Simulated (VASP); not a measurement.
# ScGa3N2 (P4/mmm) in VASP: notebook

ScGa3N2 is run at these levels: PBE; tasks: single point.

All numbers are computed with VASP 6.6.1; they aren't measurements. Logs are shortened: lines on timing, memory, paths and dates and some standing lists are left out, and cuts for length are marked.

### 1 The cell of the first run

Symmetry: P4/mmm, No. 123, tetragonal system. The conventional cell has a = 2.953 Å, b = 2.953 Å, c = 10.329 Å, α = 90.00°, β = 90.00°, γ = 90.00°. Sc (site symmetry 4/mmm) has 2 N at 2.09 Å within 2.8 Å. Within 2.8 Å of Ga (site symmetry 4mm) lie 4 N at 2.14 Å and 1 Ga at 2.62 Å. Ga (site symmetry 4/mmm) has 6 Ga at 2.62 to 2.95 Å within 3.5 Å. Within 2.8 Å of N (site symmetry 4mm) lie 1 Sc at 2.09 Å and 4 Ga at 2.14 Å.

The cell was built from a structure type or drawn by symmetry, and may not be a known phase.

### 2 Single point, PBE

INCAR reads:

```
SYSTEM = ScGa3N2
ALGO = Normal
EDIFF = 1E-6
ENCUT = 520
GGA = PE
ISIF = 2
ISMEAR = 0
LASPH = .TRUE.
LCHARG = .TRUE.
LELF = .TRUE.
LREAL = .FALSE.
LVHAR = .TRUE.
LWAVE = .FALSE.
NBANDS = 39
NELM = 100
PREC = Accurate
SIGMA = 0.1
```

KPOINTS reads:

```
k-points
0
G
  12 12 4
  0 0 0
```

POSCAR reads:

```
ScGa3N2
1.0
    2.9531491189      0.0000000000      0.0000000000
    0.0000000000      2.9531491189      0.0000000000
    0.0000000000      0.0000000000     10.3290701876
Sc Ga N
1 3 2
Direct
    0.0000000000      0.0000000000      0.0000000000
    0.5000000000      0.5000000000      0.2461766609
    0.5000000000      0.5000000000      0.5000000000
    0.5000000000      0.5000000000      0.7538233391
    0.0000000000      0.0000000000      0.2025678895
    0.0000000000      0.0000000000      0.7974321105
```

Potentials or basis: VASP PAW PBE potentials, release 64 (Sc_sv, Ga_d, N).

Command:

```sh
> cat potpaw_PBE.64/Sc_sv/POTCAR potpaw_PBE.64/Ga_d/POTCAR potpaw_PBE.64/N/POTCAR > POTCAR
> mpirun -np 1 vasp_std > vasp.out
```

OUTCAR:

```text
SYSTEM = ScGa3N2
   EDIFF = 1E-6
   ENCUT = 520
   GGA = PE
   ISIF = 2
   ISMEAR = 0
   LASPH = .TRUE.
   LREAL = .FALSE.
   NELM = 100
   PREC = Accurate

 ion  position               nearest neighbor table
   1  0.000  0.000  0.000-   5 2.09   6 2.09
   2  0.500  0.500  0.246-   5 2.14   5 2.14   5 2.14   5 2.14   3 2.62
   3  0.500  0.500  0.500-   2 2.62   4 2.62
   4  0.500  0.500  0.754-   6 2.14   6 2.14   6 2.14   6 2.14   3 2.62
   5  0.000  0.000  0.203-   1 2.09   2 2.14   2 2.14   2 2.14   2 2.14
   6  0.000  0.000  0.797-   1 2.09   4 2.14   4 2.14   4 2.14   4 2.14

  LATTYP: Found a simple tetragonal cell.
 ALAT       =     2.9531491189
 C/A-ratio  =     3.4976459947

  Lattice vectors:

 A1 = (   2.9531491189,   0.0000000000,   0.0000000000)
 A2 = (   0.0000000000,   2.9531491189,   0.0000000000)
 A3 = (   0.0000000000,   0.0000000000,  10.3290701876)

Analysis of symmetry for initial positions (statically):
=====================================================================
 Subroutine PRICEL returns:
 Original cell was already a primitive cell.

 Routine SETGRP: Setting up the symmetry group for a
 simple tetragonal supercell.

 Subroutine GETGRP returns: Found 16 space group operations
 (whereof 16 operations were pure point group operations)
 out of a pool of 16 trial point group operations.

The static configuration has the point symmetry D_4h.

Analysis of symmetry for dynamics (positions and initial velocities):
=====================================================================
 Subroutine PRICEL returns:
 Original cell was already a primitive cell.

 Routine SETGRP: Setting up the symmetry group for a
 simple tetragonal supercell.

 Subroutine GETGRP returns: Found 16 space group operations
 (whereof 16 operations were pure point group operations)
 out of a pool of 16 trial point group operations.

The dynamic configuration has the point symmetry D_4h.

 Subroutine INISYM returns: Found 16 space group operations
 (whereof 16 operations are pure point group operations),
 and found     1 'primitive' translations

----------------------------------------------------------------------------------------

                                     Primitive cell

  volume of cell :      90.0807

  direct lattice vectors                    reciprocal lattice vectors
     2.953149119  0.000000000  0.000000000     0.338621573  0.000000000  0.000000000
     0.000000000  2.953149119  0.000000000     0.000000000  0.338621573  0.000000000
     0.000000000  0.000000000 10.329070188     0.000000000  0.000000000  0.096814135

  length of vectors
     2.953149119  2.953149119 10.329070188     0.338621573  0.338621573  0.096814135

  position of ions in fractional coordinates (direct lattice)
     0.000000000  0.000000000  0.000000000
     0.500000000  0.500000000  0.246176661
     0.500000000  0.500000000  0.500000000
     0.500000000  0.500000000  0.753823339
     0.000000000  0.000000000  0.202567890
     0.000000000  0.000000000  0.797432110

  ion indices of the primitive-cell ions
   primitive index   ion index
                 1           1
                 2           2
                 3           3
                 4           4
                 5           5
                 6           6

----------------------------------------------------------------------------------------

 KPOINTS: k-points

Automatic generation of k-mesh.
 Grid dimensions read from file:
 generate k-points for:   12   12    4

 Generating k-lattice:

  Cartesian coordinates                     Fractional coordinates (reciprocal lattice)
     0.028218464  0.000000000  0.000000000     0.083333333  0.000000000  0.000000000
     0.000000000  0.028218464  0.000000000     0.000000000  0.083333333  0.000000000
     0.000000000  0.000000000  0.024203534     0.000000000  0.000000000  0.250000000

  Length of vectors
     0.028218464  0.028218464  0.024203534

  Shift w.r.t. Gamma in fractional coordinates (k-lattice)
     0.000000000  0.000000000  0.000000000

 Subroutine IBZKPT returns following result:
 ===========================================

 Found     84 irreducible k-points:

 Following reciprocal coordinates:
            Coordinates               Weight
  0.000000  0.000000  0.000000      1.000000
  0.083333  0.000000  0.000000      4.000000
  0.166667  0.000000  0.000000      4.000000
  0.250000  0.000000  0.000000      4.000000
  0.333333  0.000000  0.000000      4.000000
  0.416667  0.000000  0.000000      4.000000
[... 16 lines left out ...]
  0.333333  0.333333  0.000000      4.000000
  0.416667  0.333333  0.000000      8.000000
 [... further k-points ...]
   k-points           NKPTS =     84   k-points in BZ     NKDIM =     84   number of bands    NBANDS=     39
   number of dos      NEDOS =    301   number of ions     NIONS =      6
   total plane-waves  NPLWV =  46080
   dimension x,y,z NGX =    24 NGY =   24 NGZ =   80
[... 38 lines left out ...]
   LORBIT       =      0    0 simple, 1 ext, 2 COOP (PROOUT), +10 PAW based schemes
   GGA     = PE    functional components
   LHFCALC =     F    Hartree Fock is set to
   AEXX    =    0.0000 exact exchange contribution
   IVDW    =     0    specifies the selected vdW correction
   LEPSILON=     F    determine dielectric tensor
   LRPA    =     F    only Hartree local field effects (RPA)
 non-spin polarized calculation
 Gauss-broadening in eV      SIGMA  =   0.10
  energy-cutoff  :      520.00
  volume of cell :       90.08
 maximum number of plane-waves:      2462
 NGX is ok and might be reduce to    24
   NGX = 11   NGY = 11   NGZ = 39

 number of electron      59.9999962 magnetization

 Free energy of the ion-electron system (eV)
  ---------------------------------------------------
  ext. energy  EPLUGINS =         0.00000000
  ---------------------------------------------------
  free energy    TOTEN  =       -31.12306079 eV

  energy without entropy =      -31.10814202  energy(sigma->0) =      -31.11560140

 E-fermi :   5.1748     XC(G=0): -11.0335

 val. band max:        5.1591986839   @ k =   0.2500   0.1667   0.5000
 cond. band min:       5.1848537720   @ k =   0.1667   0.0000   0.0000
 fundamental gap:      0.0256550881
 Fermi energy:         5.1747663734

 k-point     1 :       0.0000    0.0000    0.0000
  band No.  band energies     occupation
      1     -43.9544      2.00000
      2     -22.4969      2.00000
      3     -22.4748      2.00000
      4     -22.4748      2.00000
      5     -10.8568      2.00000
      6     -10.6327      2.00000
[... 31 lines left out ...]
     38      12.9638      0.00000
     39      13.0386      0.00000

 k-point     2 :       0.0833    0.0000    0.0000
  band No.  band energies     occupation
      1     -43.9499      2.00000
      2     -22.5125      2.00000
      3     -22.4918      2.00000
      4     -22.4715      2.00000
      5     -10.7868      2.00000
      6     -10.5666      2.00000
[... 31 lines left out ...]
     38      11.7866      0.00000
     39      13.0634      0.00000

 k-point     3 :       0.1667    0.0000    0.0000
  band No.  band energies     occupation
      1     -43.9376      2.00000
      2     -22.6144      2.00000
      3     -22.4777      2.00000
      4     -22.4627      2.00000
      5     -10.5890      2.00000
      6     -10.3809      2.00000
[... 31 lines left out ...]
     38      11.5168      0.00000
     39      12.8192      0.00000

 k-point     4 :       0.2500    0.0000    0.0000
  band No.  band energies     occupation
      1     -43.9207      2.00000
      2     -22.7512      2.00000
      3     -22.4584      2.00000
      4     -22.4506      2.00000
      5     -10.3048      2.00000
      6     -10.1181      2.00000
[... 31 lines left out ...]
     38      11.6105      0.00000
     39      12.3000      0.00000
[... 754 lines left out ...]
     38      10.4529      0.00000
     39      10.9609      0.00000

 k-point    23 :       0.3333    0.3333    0.0000
  band No.  band energies     occupation
      1     -43.8546      2.00000
      2     -22.8380      2.00000
      3     -22.8251      2.00000
      4     -22.3864      2.00000
      5     -10.2318      2.00000
      6     -10.1290      2.00000
[... 31 lines left out ...]
     38       8.7848      0.00000
     39      11.3161      0.00000

 k-point    24 :       0.4167    0.3333    0.0000
  band No.  band energies     occupation
      1     -43.8425      2.00000
      2     -22.9245      2.00000
      3     -22.8182      2.00000
      4     -22.3734      2.00000
      5     -10.2807      2.00000
      6     -10.1869      2.00000
[... 31 lines left out ...]
     38       9.2261      0.00000
     39      11.4116      0.00000

 [... further k-points ...]

------------------------ aborting loop because EDIFF is reached ----------------------------------------

  FORCE on cell =-STRESS in cart. coord.  units (eV):
  Direction    XX          YY          ZZ          XY          YZ          ZX
  --------------------------------------------------------------------------------------
  -------------------------------------------------------------------------------------
  Total        0.1625057      0.1625057      0.3083300      0.0000000     -0.0000000      0.0000000
  in kB        2.8903286      2.8903286      5.4839622      0.0000000     -0.0000000      0.0000000
  external PRESSURE =       3.7548731 kB  Pullay stress =       0.0000000 kB

 VOLUME and BASIS-vectors are now :
 -----------------------------------------------------------------------------
  energy-cutoff  :      520.00
  volume of cell :       90.08
      direct lattice vectors                 reciprocal lattice vectors
     2.953149119  0.000000000  0.000000000     0.338621573  0.000000000  0.000000000
     0.000000000  2.953149119  0.000000000     0.000000000  0.338621573  0.000000000
     0.000000000  0.000000000 10.329070188     0.000000000  0.000000000  0.096814135

 POSITION                                       TOTAL-FORCE (eV/Angst)
 -----------------------------------------------------------------------------------
      0.00000      0.00000      0.00000        -0.000000     -0.000000      0.000000
      1.47657      1.47657      2.54278         0.000000      0.000000      0.003670
      1.47657      1.47657      5.16454        -0.000000     -0.000000      0.000000
      1.47657      1.47657      7.78629        -0.000000      0.000000     -0.003670
      0.00000      0.00000      2.09234        -0.000000     -0.000000      0.052126
      0.00000      0.00000      8.23673        -0.000000     -0.000000     -0.052126
 -----------------------------------------------------------------------------------
    total drift:                                0.000000     -0.000000      0.000000

  FREE ENERGIE OF THE ION-ELECTRON SYSTEM (eV)
  ---------------------------------------------------
  free  energy   TOTEN  =       -31.1230607871 eV

  energy  without entropy=      -31.1081420166  energy(sigma->0) =      -31.11560140
```

Wall time 1.9 min (1 thread of Intel Xeon 6975P-C (Granite Rapids), shared host); peak memory 0.38 GiB.

What came out:

| Property | Result |
| --- | --- |
| Free energy | -31.1231 eV |
| Pressure | 0.4 GPa |
| Largest force | 0.052 eV/Å |
| Band gap on the k mesh | zero (bands 30 and 31 overlap by 0.95 eV) |

Forces in eV/Å, atoms in the order of the input:
```
Sc   0.000  0.000  0.000
Ga   0.000  0.000  0.004
Ga   0.000  0.000  0.000
Ga   0.000  0.000 -0.004
N    0.000  0.000  0.052
N    0.000  0.000 -0.052
```

Levels at points of the mesh, in eV from the Fermi level:
| k point | band 28 | band 29 | band 30 | band 31 | band 32 | band 33 |
| --- | --- | --- | --- | --- | --- | --- |
| (0.00, 0.00, 0.00) | -1.86 | -1.86 | -0.70 | -0.08 | 1.29 | 1.63 |
| (0.50, 0.00, 0.00) | -1.54 | -0.80 | -0.49 | -0.17 | 1.08 | 2.21 |
| (0.50, 0.50, 0.00) | -2.03 | -1.93 | -0.97 | 0.52 | 0.52 | 1.36 |
| (0.00, 0.00, 0.50) | -1.86 | -1.86 | -0.80 | -0.08 | 0.11 | 2.90 |
| (0.50, 0.00, 0.50) | -0.95 | -0.80 | -0.49 | -0.19 | 0.77 | 2.18 |
| (0.50, 0.50, 0.50) | -2.29 | -1.00 | -0.71 | -0.02 | 0.41 | 0.41 |

### 3 Single point, PBE, collinear spin, ferromagnetic start

This run uses another cell than the first one, of 15.05 Å³/atom.

INCAR reads:

```
SYSTEM = ScGa3N2
PREC = Accurate
ENCUT = 520
EDIFF = 1E-6
ISMEAR = 0
SIGMA = 0.1
LREAL = .FALSE.
LASPH = .TRUE.
NELM = 150
ALGO = Normal
ISIF = 2
LWAVE = .FALSE.
LCHARG = .FALSE.
ISPIN = 2
MAGMOM = 0 0 0 0 1 1
LORBIT = 11
LMAXMIX = 4
GGA = PE
NBANDS = 43
```

KPOINTS reads:

```
regular mesh
0
G
  6 6 2
  0 0 0
```

POSCAR reads:

```
ScGa3N2
1.0
    2.9597364470      0.0000000000      0.0000000000
    0.0000000000      2.9597364470      0.0000000000
    0.0000000000      0.0000000000     10.3114417874
Sc Ga N
1 3 2
Direct
    0.0000000000      0.0000000000      0.0000000000
    0.5000000000      0.5000000000      0.2464460740
    0.5000000000      0.5000000000      0.5000000000
    0.5000000000      0.5000000000      0.7535539260
    0.0000000000      0.0000000000      0.2026327633
    0.0000000000      0.0000000000      0.7973672367
```

Potentials or basis: VASP PAW PBE potentials, release 64 (Sc_sv, Ga_d, N).

Command:

```sh
> cat potpaw_PBE.64/Sc_sv/POTCAR potpaw_PBE.64/Ga_d/POTCAR potpaw_PBE.64/N/POTCAR > POTCAR
> mpirun -np 1 vasp_std > vasp.out
```

It took 73 s on 1 thread of Intel Xeon 6975P-C (Granite Rapids), shared host; peak memory 0.31 GiB.

It converged, with:

| Property | Result |
| --- | --- |
| Free energy | -31.0570 eV |
| Pressure | 0.2 GPa |
| Largest force | 0.048 eV/Å |
| Band gap on the k mesh | zero (filled and empty bands overlap) |
| Net moment | 0.00 μB per cell |
| Valence electrons inside the program's atomic spheres | Sc 9.66; Ga 11.55, 11.52 (each value once); N 3.66 |

Forces on the atoms (eV/Å):
```
Sc   0.000  0.000  0.000
Ga   0.000  0.000  0.014
Ga   0.000  0.000  0.000
Ga   0.000  0.000 -0.014
N    0.000  0.000  0.048
N    0.000  0.000 -0.048
```

Stress tensor (GPa, compression positive):
```
0.12 0.00 0.00
0.00 0.12 0.00
0.00 0.00 0.41
```

Levels at points of the mesh, in eV from the Fermi level:
Spin up:
| k point | band 26 | band 27 | band 28 | band 29 | band 30 | band 31 | band 32 | band 33 | band 34 | band 35 |
| --- | --- | --- | --- | --- | --- | --- | --- | --- | --- | --- |
| (0.00, 0.00, 0.00) | -2.07 | -2.07 | -1.83 | -1.83 | -0.69 | -0.04 | 1.29 | 1.63 | 4.01 | 4.01 |
| (0.50, 0.00, 0.00) | -2.01 | -1.56 | -1.54 | -0.78 | -0.47 | -0.15 | 1.10 | 2.26 | 2.52 | 4.27 |
| (0.50, 0.50, 0.00) | -3.28 | -2.27 | -2.06 | -1.94 | -0.93 | 0.48 | 0.48 | 1.36 | 1.96 | 1.96 |
| (0.00, 0.00, 0.50) | -2.07 | -2.07 | -1.82 | -1.82 | -0.78 | -0.04 | 0.09 | 2.90 | 4.00 | 4.00 |
| (0.50, 0.00, 0.50) | -2.86 | -1.34 | -0.92 | -0.78 | -0.47 | -0.16 | 0.82 | 2.19 | 2.52 | 4.22 |
| (0.50, 0.50, 0.50) | -3.05 | -2.85 | -2.26 | -0.96 | -0.71 | -0.04 | 0.37 | 0.37 | 2.20 | 2.20 |
Spin down:
```tsv
k point	band 28	band 29	band 30	band 31	band 32	band 33
(0.00, 0.00, 0.00)	-1.83	-1.83	-0.69	-0.04	1.29	1.63
(0.50, 0.00, 0.00)	-1.54	-0.78	-0.47	-0.15	1.10	2.26
(0.50, 0.50, 0.00)	-2.06	-1.94	-0.93	0.48	0.48	1.36
(0.00, 0.00, 0.50)	-1.82	-1.82	-0.78	-0.04	0.09	2.90
(0.50, 0.00, 0.50)	-0.92	-0.78	-0.47	-0.16	0.82	2.19
(0.50, 0.50, 0.50)	-2.26	-0.95	-0.71	-0.04	0.37	0.37
```

### 4 Single point, PBE, collinear spin, ferromagnetic start

This run uses another cell than the first one, of 19.02 Å³/atom.

INCAR reads:

```
SYSTEM = ScGa3N2
ALGO = Normal
EDIFF = 1E-7
ENCUT = 520
GGA = PE
ISIF = 2
ISMEAR = 0
ISPIN = 2
LASPH = .TRUE.
LCHARG = .FALSE.
LMAXMIX = 4
LORBIT = 11
LREAL = .FALSE.
LWAVE = .FALSE.
MAGMOM = 0 0 0 0 1 1
NBANDS = 43
NELM = 150
PREC = Accurate
SIGMA = 0.1
```

KPOINTS reads:

```
k-points
0
G
  6 6 2
  0 0 0
```

POSCAR reads:

```
ScGa3N2
1.0
    3.3028853700      0.0000000000      0.0000000000
    0.0000000000      3.3028853700      0.0000000000
    0.0000000000      0.0000000000     10.4586317600
Sc Ga N
1 3 2
Direct
    0.0000000000      0.0000000000      0.0000000000
    0.5000000000      0.5000000000      0.1787200000
    0.5000000000      0.5000000000      0.5000000000
    0.5000000000      0.5000000000      0.8212800000
    0.0000000000      0.0000000000      0.3334420000
    0.0000000000      0.0000000000      0.6665580000
```

Command:

```sh
> cat potpaw_PBE.64/Sc_sv/POTCAR potpaw_PBE.64/Ga_d/POTCAR potpaw_PBE.64/N/POTCAR > POTCAR
> mpirun -np 1 vasp_std > vasp.out
```

It took 2.1 min on 1 thread of Intel Xeon 6975P-C (Granite Rapids), shared host; peak memory 0.37 GiB.

It converged, with:

| Property | Result |
| --- | --- |
| Free energy | -24.7845 eV |
| Pressure | -12.4 GPa |
| Largest force | 1.531 eV/Å |
| Net moment | 2.45 μB per cell |
| Site moments | Sc +0.24; Ga -0.04, +0.08 (each value once); N +0.78 μB |
| Valence electrons inside the program's atomic spheres | Sc 9.38; Ga 11.40, 11.29 (each value once); N 3.34 |

Forces on the atoms (eV/Å):
```
Sc   0.000  0.000  0.000
Ga   0.000  0.000  1.531
Ga   0.000  0.000  0.000
Ga   0.000  0.000 -1.531
N    0.000  0.000 -1.106
N    0.000  0.000  1.106
```

Stress tensor (GPa, compression positive):
```
-11.46   0.00   0.00
  0.00 -11.46   0.00
  0.00   0.00 -14.33
```

Levels at points of the mesh, in eV from the Fermi level:
Spin up:
| k point | band 29 | band 30 | band 31 | band 32 | band 33 | band 34 |
| --- | --- | --- | --- | --- | --- | --- |
| (0.00, 0.00, 0.00) | -1.01 | -1.01 | -0.43 | 0.94 | 1.52 | 1.69 |
| (0.50, 0.00, 0.00) | -0.85 | -0.75 | -0.70 | 0.70 | 0.98 | 1.45 |
| (0.50, 0.50, 0.00) | -1.76 | -1.09 | -0.69 | -0.69 | -0.09 | -0.09 |
| (0.00, 0.00, 0.50) | -0.99 | -0.43 | -0.27 | -0.16 | 1.68 | 1.68 |
| (0.50, 0.00, 0.50) | -0.76 | -0.69 | -0.56 | -0.03 | 1.17 | 1.45 |
| (0.50, 0.50, 0.50) | -1.49 | -1.21 | -0.93 | -0.93 | 0.19 | 0.20 |
Spin down:
```tsv
k point	band 26	band 27	band 28	band 29	band 30	band 31	band 32	band 33
(0.00, 0.00, 0.00)	-0.15	0.20	0.42	0.42	0.58	0.58	1.54	1.58
(0.50, 0.00, 0.00)	-1.94	-1.88	-1.18	-0.33	0.96	1.02	1.09	1.49
(0.50, 0.50, 0.00)	-2.19	-2.19	-2.09	-0.85	-0.01	0.00	0.00	0.17
(0.00, 0.00, 0.50)	0.20	0.35	0.36	0.36	0.58	0.67	0.67	1.82
(0.50, 0.00, 0.50)	-2.67	-2.35	-0.10	0.13	0.19	1.01	1.10	1.49
(0.50, 0.50, 0.50)	-1.93	-1.93	-1.46	-0.69	-0.60	-0.60	-0.28	0.06
```

Caveat: the cell stands under tension; forces of over 1 eV/Å act on the atoms, so gaps and moduli don't describe the material at rest.

### 5 Summary

```tsv
spin	cell	k mesh	gap on the mesh (eV)	pressure (GPa)	moment (μB)	largest force (eV/Å)
off	a = 2.953, b = 2.953, c = 10.329 Å, 6 atoms, atomic positions A	12 × 12 × 4	none	0.4	-	0.05
collinear, ferromagnetic start	a = 2.960, b = 2.960, c = 10.311 Å, 6 atoms, atomic positions A	6 × 6 × 2	none	0.2	0.00	0.05
collinear, ferromagnetic start	a = 3.303, b = 3.303, c = 10.459 Å, 6 atoms, atomic positions B	6 × 6 × 2	none	-12.4	2.45	1.53
```

Alike in all rows: task single point; level PBE; potentials or basis VASP PAW PBE potentials, release 64 (Sc_sv, Ga_d, N); cutoff (eV) 520; smearing gaussian 0.1 eV.

Caveats: the cell stands under tension (at least some runs); forces of over 1 eV/Å act on the atoms, so gaps and moduli don't describe the material at rest (at least some runs).

Absolute energies hang on the potentials; compare differences alone.
